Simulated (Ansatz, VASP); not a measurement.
## One calculation of SnSe2, two programs

```
CELL_PARAMETERS angstrom
3.81100 0.00000 0.00000
-1.90550 3.30042 0.00000
0.00000 0.00000 6.13700
ATOMIC_POSITIONS crystal
Sn 0.00000 0.00000 0.00000
Se 0.17589 0.66667 0.15223
Se 0.66667 0.33333 0.75000
```

Alike in both runs: task single point; functional PBEsol; k mesh 12 × 12 × 6; occupations gaussian, width 0.05 eV; no spin polarisation.

|  | VASP | Ansatz |
| --- | --- | --- |
| version | VASP 6.6.1 | Ansatz 0.2.0 |
| potentials or method | VASP PAW PBE potentials, release 64 (Sn_d, Se), cutoff 520 eV | scalar-relativistic, plane waves, PAW |
| valence electrons in the cell | 26 | 46 |

|  | VASP | Ansatz | Ansatz less VASP |
| --- | --- | --- | --- |
| gap on the k mesh at the Fermi level (eV) | 0.02 | 0.02 | +0.004 |
| least direct gap on the mesh (eV) | 0.52 | 0.51 | -0.006 |
| rms of the force components (eV/Å) | 8.990 | 8.989 | -0.0015 |

VASP's potentials were made for PBE, not for PBEsol. Atom by atom the forces differ by 0.012 eV/Å (rms over components). With one functional, cell and mesh, what is left measures potentials, basis and numerics. VASP's potentials hold 26 valence electrons a cell and Ansatz's 46, so a difference there can come from the potentials and not from the codes.
